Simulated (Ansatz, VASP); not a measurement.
# Zr in VASP and in Ansatz

Contents of INCAR:

```
ALGO = Normal
EDIFF = 1E-6
ENCUT = 520
GGA = CA
ISIF = 2
ISMEAR = -1
LASPH = T
LCHARG = T
LELF = T
LREAL = F
LVHAR = T
LWAVE = F
NBANDS = 12
NELM = 80
PREC = Accurate
SIGMA = 0.03
```

File KPOINTS:

```
k-points
0
Gamma
  16 16 16
```

The input POSCAR:

```
Zr
1.0
   -1.8100000000      1.8100000000      1.8100000000
    1.8100000000     -1.8100000000      1.8100000000
    1.8100000000      1.8100000000     -1.8100000000
Zr
1
Direct
    0.0000000000      0.0000000000      0.0000000000
```

Input for Ansatz:

```yaml
crystal:
  lattice:
    - [-1.81, 1.81, 1.81]
    - [1.81, -1.81, 1.81]
    - [1.81, 1.81, -1.81]
  atoms:
    - { symbol: Zr, position: [0.0, 0.0, 0.0] }
kpoints:
  mp_grid: { grid: [16, 16, 16] }
  band_path:
    path:
      - [0.0, 0.0, 0.0]
      - [0.5, -0.5, 0.5]
      - [0.0, 0.0, 0.5]
      - [0.0, 0.0, 0.0]
      - [0.25, 0.25, 0.25]
      - [0.5, -0.5, 0.5]
      - [0.25, 0.25, 0.25]
      - [0.0, 0.0, 0.5]
    npoints: 5
scf:
  occupations: { method: fermi_dirac, width: 0.03 }
hamiltonian:
  xc: lda
  pseudopotentials: { kind: all_electron, lapw: { basis_error: 0.0005 } }
output:
  forces: true
  stress: true
  eigenvalues: true
```

Alike in both runs: task single point; functional LDA; k mesh 16 × 16 × 16; occupations fermi-dirac, width 0.03 eV; no spin polarisation.

|  | VASP | Ansatz |
| --- | --- | --- |
| version | VASP 6.6.1 | Ansatz 0.2.0 |
| potentials or method | VASP PAW LDA potentials, release 64 (Zr_sv), cutoff 520 eV | all-electron LAPW, scalar-relativistic |

|  | VASP | Ansatz | Ansatz less VASP |
| --- | --- | --- | --- |
| pressure (GPa) | -9.5 | -9.5 | -0.05 |

LDA's correlation is that of Perdew and Zunger in VASP and of Perdew and Wang (1992) in Ansatz. Ansatz ran all-electron here, and VASP with PAW potentials.
